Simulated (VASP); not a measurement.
# BaTiO3 in VASP: single point with PBE

Aim: the single point of BaTiO3 with PBE.

Program: VASP 6.6.1. These are calculated values, not measurements. Logs are shortened: lines on timing, memory, paths and dates and some standing lists are left out, and cuts for length are marked.

## Step 1: The cell of the first run

The typed cell holds 10 atoms: a = 5.727 Å, b = 5.726 Å, c = 5.757 Å, α = 89.99°, β = 119.83°, γ = 120.01°.

## Step 2: Single point, PBE

File INCAR:

```
SYSTEM = BaTiO3
  ALGO = Normal
  EDIFF = 1E-6
  ENCUT = 520
  GGA = PE
  ISIF = 2
  ISMEAR = -1
  LASPH = .True.
  LCHARG = .False.
  LREAL = .False.
  LWAVE = .False.
  NBANDS = 51
  NELM = 60
  PREC = Accurate
  SIGMA = 0.05
```

File KPOINTS:

```
k-points
0
Gamma
  6 6 5
  0 0 0
```

File POSCAR:

```
BaTiO3
1.0
    4.0505106741     -2.8627307636     -2.8628200270
   -4.0489091734     -2.8629894918      2.8626720788
   -4.0713744091      2.8618560979     -2.8938570292
Ba Ti O
2 2 6
Direct
    0.9915320509      0.4953639397      0.4869409124
    0.9915259029      0.9953664286     -0.0130732857
    0.4772467973      0.2382244189      0.7154877888
    0.4772580811      0.7382249384      0.2154893639
    0.5081035047      0.5090206104      0.0171159433
    0.5080929559      0.0090233817      0.5171298255
    0.5081163884      0.4983708208      0.5171004458
    0.5081113752      0.9983757682      1.0171036997
    0.0187772970      0.0090134226      0.5171254383
    0.0187956466      0.5090162706      0.0171398679
```

Potentials or basis: VASP PAW PBE potentials, release 64 (Ba_sv, Ti_sv, O).

The run is started by

```
$ cat potpaw_PBE.64/Ba_sv/POTCAR potpaw_PBE.64/Ti_sv/POTCAR potpaw_PBE.64/O/POTCAR > POTCAR
$ mpirun -np 1 vasp_std > vasp.out
```

OUTCAR:

```text
SYSTEM = BaTiO3
   EDIFF = 1E-6
   ENCUT = 520
   GGA = PE
   ISIF = 2
   ISMEAR = -1
   LASPH = .True.
   LREAL = .False.
   NELM = 60
   PREC = Accurate

 ion  position               nearest neighbor table
   1  0.992  0.495  0.487-   8 2.78  10 2.78   5 2.78   9 2.87   6 2.87   6 2.87   9 2.87   7 2.87
                             7 2.87   5 2.98  10 2.98   8 2.98   4 3.43   3 3.48   3 3.48   3 3.48
   2  0.992  0.995  0.987-   7 2.78   9 2.78   6 2.78   5 2.87  10 2.87   5 2.87  10 2.87   8 2.87
                             8 2.87   6 2.98   9 2.98   7 2.98   3 3.43   4 3.48   4 3.48   4 3.48
   3  0.477  0.238  0.715-   6 1.87   7 1.87   9 1.87   8 2.21  10 2.21   5 2.21   2 3.43   1 3.48
                             1 3.48   1 3.48   2 3.54   2 3.54   2 3.55   1 3.64
   4  0.477  0.738  0.215-   5 1.87   8 1.87  10 1.87   7 2.21   9 2.21   6 2.21   1 3.43   2 3.48
                             2 3.48   2 3.48   1 3.54   1 3.54   1 3.55   2 3.64
   5  0.508  0.509  0.017-   4 1.87   3 2.21   1 2.78   2 2.87   2 2.87   1 2.98
   6  0.508  0.009  0.517-   3 1.87   4 2.21   2 2.78   1 2.87   1 2.87   2 2.98
   7  0.508  0.498  0.517-   3 1.87   4 2.21   2 2.78   1 2.87   1 2.87   2 2.98
   8  0.508  0.998  0.017-   4 1.87   3 2.21   1 2.78   2 2.87   2 2.87   1 2.98
   9  0.019  0.009  0.517-   3 1.87   4 2.21   2 2.78   1 2.87   1 2.87   2 2.98
  10  0.019  0.509  0.017-   4 1.87   3 2.21   1 2.78   2 2.87   2 2.87   1 2.98

  LATTYP: Found a base centered monoclinic cell.
 ALAT       =    25.0695426613
 B/A-ratio  =     0.2284413083
 C/A-ratio  =     0.3238439572
 COS(beta)  =    -0.9732793881

  Lattice vectors:

 A1 = (   0.0433289707,  -5.7239709240,  11.5132061642)
 A2 = (   4.0938396448,  -8.5867016876,   8.6503861372)
 A3 = (  -0.0224652357,   5.7248455897,  -5.7565291080)

Analysis of symmetry for initial positions (statically):
=====================================================================
 Subroutine PRICEL returns:
 Original cell was already a primitive cell.

 Routine SETGRP: Setting up the symmetry group for a
 base centered monoclinic supercell.

 Subroutine GETGRP returns: Found  1 space group operations
 (whereof  1 operations were pure point group operations)
 out of a pool of  4 trial point group operations.

The static configuration has the point symmetry C_1 .

Analysis of symmetry for dynamics (positions and initial velocities):
=====================================================================
 Subroutine PRICEL returns:
 Original cell was already a primitive cell.

 Routine SETGRP: Setting up the symmetry group for a
 base centered monoclinic supercell.

 Subroutine GETGRP returns: Found  1 space group operations
 (whereof  1 operations were pure point group operations)
 out of a pool of  4 trial point group operations.

The dynamic configuration has the point symmetry C_1 .

 Subroutine INISYM returns: Found  1 space group operations
 (whereof  1 operations are pure point group operations),
 and found     1 'primitive' translations

----------------------------------------------------------------------------------------

                                     Primitive cell

  volume of cell :     133.8250

  direct lattice vectors                    reciprocal lattice vectors
     4.050510674 -2.862730764 -2.862820027     0.000691401 -0.174645835 -0.173687295
    -4.048909173 -2.862989492  2.862672079    -0.123125842 -0.174684967  0.000472782
    -4.071374409  2.861856098 -2.893857029    -0.122482992 -0.000029782 -0.173267410

  length of vectors
     5.726919124  5.725841925  5.756797583     0.246310622  0.213717183  0.212187840

  position of ions in fractional coordinates (direct lattice)
     0.991532051  0.495363940  0.486940912
     0.991525903  0.995366429  0.986926714
     0.477246797  0.238224419  0.715487789
     0.477258081  0.738224938  0.215489364
     0.508103505  0.509020610  0.017115943
     0.508092956  0.009023382  0.517129825
     0.508116388  0.498370821  0.517100446
     0.508111375  0.998375768  0.017103700
     0.018777297  0.009013423  0.517125438
     0.018795647  0.509016271  0.017139868

  ion indices of the primitive-cell ions
   primitive index   ion index
                 1           1
                 2           2
                 3           3
                 4           4
                 5           5
                 6           6
                 7           7
                 8           8
                 9           9
                10          10

----------------------------------------------------------------------------------------

 KPOINTS: k-points

Automatic generation of k-mesh.
 Grid dimensions read from file:
 generate k-points for:    6    6    5

 Generating k-lattice:

  Cartesian coordinates                     Fractional coordinates (reciprocal lattice)
     0.000115234 -0.029107639 -0.028947883     0.166666667  0.000000000  0.000000000
    -0.020520974 -0.029114161  0.000078797    -0.000000000  0.166666667 -0.000000000
    -0.024496598 -0.000005956 -0.034653482    -0.000000000  0.000000000  0.200000000

  Length of vectors
     0.041051770  0.035619531  0.042437568

  Shift w.r.t. Gamma in fractional coordinates (k-lattice)
     0.000000000  0.000000000  0.000000000

 Subroutine IBZKPT returns following result:
 ===========================================

 Found     92 irreducible k-points:

 Following reciprocal coordinates:
            Coordinates               Weight
  0.000000  0.000000  0.000000      1.000000
  0.166667  0.000000  0.000000      2.000000
  0.333333  0.000000  0.000000      2.000000
  0.500000  0.000000  0.000000      1.000000
 -0.000000  0.166667  0.000000      2.000000
  0.166667  0.166667  0.000000      2.000000
[... 16 lines left out ...]
  0.333333  0.000000  0.200000      2.000000
  0.500000  0.000000  0.200000      2.000000
 [... further k-points ...]
   k-points           NKPTS =     92   k-points in BZ     NKDIM =     92   number of bands    NBANDS=     51
   number of dos      NEDOS =    301   number of ions     NIONS =     10
   total plane-waves  NPLWV = 110592
   dimension x,y,z NGX =    48 NGY =   48 NGZ =   48
   dimension x,y,z NGXF=    96 NGYF=   96 NGZF=   96
   ions per type =               2   2   6
   NGX,Y,Z   is equivalent  to a cutoff of  13.93, 13.94, 13.86 a.u.
   NGXF,Y,Z  is equivalent  to a cutoff of  27.87, 27.87, 27.72 a.u.
 SYSTEM =  BaTiO3
   PREC   = accura    normal or accurate (medium, high low for compatibility)
   ISTART =      0    job   : 0-new  1-cont  2-samecut
   ICHARG =      2    charge: 1-file 2-atom 10-const
   ISPIN  =      1    spin polarized calculation?
   LNONCOLLINEAR =      F non collinear calculations
   LSORBIT =      F    spin-orbit coupling
   LASPH  =      T    aspherical Exc in radial PAW
   ENCUT  =  520.0 eV  38.22 Ry    6.18 a.u.  10.65 10.65 10.70*2*pi/ulx,y,z
   NELM   =     60;   NELMIN=  2; NELMDL= -5     # of ELM steps
   EDIFF  = 0.1E-05   stopping-criterion for ELM
   LREAL  =      F    real-space projection
   EDIFFG = 0.1E-04   stopping-criterion for IOM
   NSW    =      0    number of steps for IOM
   IBRION =     -1    ionic relax: 0-MD 1-quasi-New 2-CG
   NFREE  =      0    steps in history (QN), initial steepest desc. (CG)
   ISIF   =      2    stress and relaxation
   ISYM   =      2    0-nonsym 1-usesym 2-fastsym
   POTIM  = 0.5000    time-step for ionic-motion
   TEBEG  =    0.0;   TEEND  =   0.0 temperature during run
   PSTRESS=    0.0 pullay stress
   NELECT =      80.0000    total number of electrons
   NUPDOWN=      -1.0000    fix difference up-down
   EMIN   =  10.00;   EMAX   =-10.00  energy-range for DOS
   EFERMI =   0.00;   METHOD = LEGACY
   ISMEAR =    -1;   SIGMA  =   0.05  broadening in eV -4-tet -1-fermi 0-gaus
   EFERMI_NEDOS =   21; number of points for ismear=-14 and -15
   IALGO  =     38    algorithm
   IMIX   =      4    mixing-type and parameters
     AMIX     =   0.40;   BMIX     =  1.00
     AMIX_MAG =   1.60;   BMIX_MAG =  1.00
  volume/ion in A,a.u.               =      13.38        90.31
  Fermi-wavevector in a.u.,A,eV,Ry     =   1.379089  2.606101 25.876754  1.901888
  Thomas-Fermi vector in A             =   2.504091
   LORBIT       =      0    0 simple, 1 ext, 2 COOP (PROOUT), +10 PAW based schemes
   GGA     = PE    functional components
   LHFCALC =     F    Hartree Fock is set to
   AEXX    =    0.0000 exact exchange contribution
   IVDW    =     0    specifies the selected vdW correction
   LEPSILON=     F    determine dielectric tensor
   LRPA    =     F    only Hartree local field effects (RPA)
 non-spin polarized calculation
  energy-cutoff  :      520.00
  volume of cell :      133.82
 maximum number of plane-waves:      3627
 NGX is ok and might be reduce to    48
   NGX = 21   NGY = 21   NGZ = 21

 number of electron      79.9999996 magnetization

 Free energy of the ion-electron system (eV)
  ---------------------------------------------------
  ext. energy  EPLUGINS =         0.00000000
  ---------------------------------------------------
  free energy    TOTEN  =       -80.10946615 eV

  energy without entropy =      -80.10946615  energy(sigma->0) =      -80.10946615

 E-fermi :   4.6735     XC(G=0): -11.0075

 val. band max:        3.4281581390   @ k =   0.0000   0.0000   0.0000
 cond. band min:       6.0150926613   @ k =   0.0000   0.0000   0.0000
 fundamental gap:      2.5869345223
 Fermi energy:         4.6734960821

 k-point     1 :       0.0000    0.0000    0.0000
  band No.  band energies     occupation
      1     -52.8614      2.00000
      2     -52.8589      2.00000
      3     -29.1555      2.00000
      4     -29.1539      2.00000
      5     -29.1538      2.00000
      6     -29.1173      2.00000
[... 43 lines left out ...]
     50       8.4925      0.00000
     51       9.8195      0.00000
[... 1240 lines left out ...]
     50      10.3820      0.00000
     51      10.7890      0.00000

 [... further k-points ...]

------------------------ aborting loop because EDIFF is reached ----------------------------------------

  FORCE on cell =-STRESS in cart. coord.  units (eV):
  Direction    XX          YY          ZZ          XY          YZ          ZX
  --------------------------------------------------------------------------------------
  -------------------------------------------------------------------------------------
  Total        1.3420097      1.3833343      1.3121202      0.0133444     -0.0089844     -0.0351007
  in kB       16.0667884     16.5615347     15.7089452      0.1597617     -0.1075626     -0.4202316
  external PRESSURE =      16.1124228 kB  Pullay stress =       0.0000000 kB

 VOLUME and BASIS-vectors are now :
 -----------------------------------------------------------------------------
  energy-cutoff  :      520.00
  volume of cell :      133.82
      direct lattice vectors                 reciprocal lattice vectors
     4.050510674 -2.862730764 -2.862820027     0.000691401 -0.174645835 -0.173687295
    -4.048909173 -2.862989492  2.862672079    -0.123125842 -0.174684967  0.000472782
    -4.071374409  2.861856098 -2.893857029    -0.122482992 -0.000029782 -0.173267410

 POSITION                                       TOTAL-FORCE (eV/Angst)
 -----------------------------------------------------------------------------------
      0.02801     -2.86316     -2.82965        -0.024808     -0.000717     -0.034772
     -4.03211     -2.86375     -2.84518        -0.024959     -0.000489     -0.035307
     -1.94447     -0.00064     -2.75483        -0.053873      0.001658     -0.076576
     -1.93320     -2.86309      0.12340        -0.053564      0.001731     -0.076198
     -0.07258     -2.86290     -0.04698         0.055084     -0.000031      0.016476
     -0.08393     -0.00042     -2.92525         0.056050     -0.000184      0.016291
     -2.06504     -1.40156     -1.52439         0.011092     -0.031945      0.047475
     -2.05386     -4.26398      1.35390         0.011259     -0.031714      0.047298
     -2.06585      1.40038     -1.52444         0.011788      0.030830      0.047543
     -2.05461     -1.46206      1.35374         0.011933      0.030860      0.047770
 -----------------------------------------------------------------------------------
    total drift:                                0.000798     -0.000063      0.000867

  FREE ENERGIE OF THE ION-ELECTRON SYSTEM (eV)
  ---------------------------------------------------
  free  energy   TOTEN  =       -80.1094661473 eV

  energy  without entropy=      -80.1094661473  energy(sigma->0) =      -80.10946615
```

Wall time 17 min (1 thread of Intel Xeon Platinum 8259CL at 2.50GHz (Skylake/Cascade Lake), shared host); peak memory 0.68 GiB.

What came out:

```
Free energy            : -80.1095 eV
Pressure               : 1.6 GPa
Largest force          : 0.094 eV/Å
Band gap on the k mesh : 2.59 eV
```

Forces on the atoms (eV/Å):
```
Ba  -0.025 -0.001 -0.035
Ba  -0.025  0.000 -0.035
Ti  -0.054  0.002 -0.077
Ti  -0.054  0.002 -0.076
O    0.055  0.000  0.016
O    0.056  0.000  0.016
O    0.011 -0.032  0.047
O    0.011 -0.032  0.047
O    0.012  0.031  0.048
O    0.012  0.031  0.048
```

Levels at points of the mesh, in eV from the valence-band top:
```csv
k point,band 37,band 38,band 39,band 40,band 41,band 42,band 43,band 44
"(0.00, 0.00, 0.00)",-0.54,-0.03,-0.03,0.00,2.59,2.59,2.76,4.16
"(0.50, 0.00, 0.00)",-0.92,-0.88,-0.84,-0.09,2.74,3.72,3.82,3.83
"(0.00, 0.50, 0.00)",-0.63,-0.63,-0.59,-0.59,3.24,3.24,3.56,3.56
"(0.50, 0.50, 0.00)",-0.63,-0.63,-0.58,-0.58,3.24,3.24,3.56,3.56
```

Caveat: spin-orbit coupling is left out, which moves the levels of the heavy elements. A k mesh can miss the band edges.
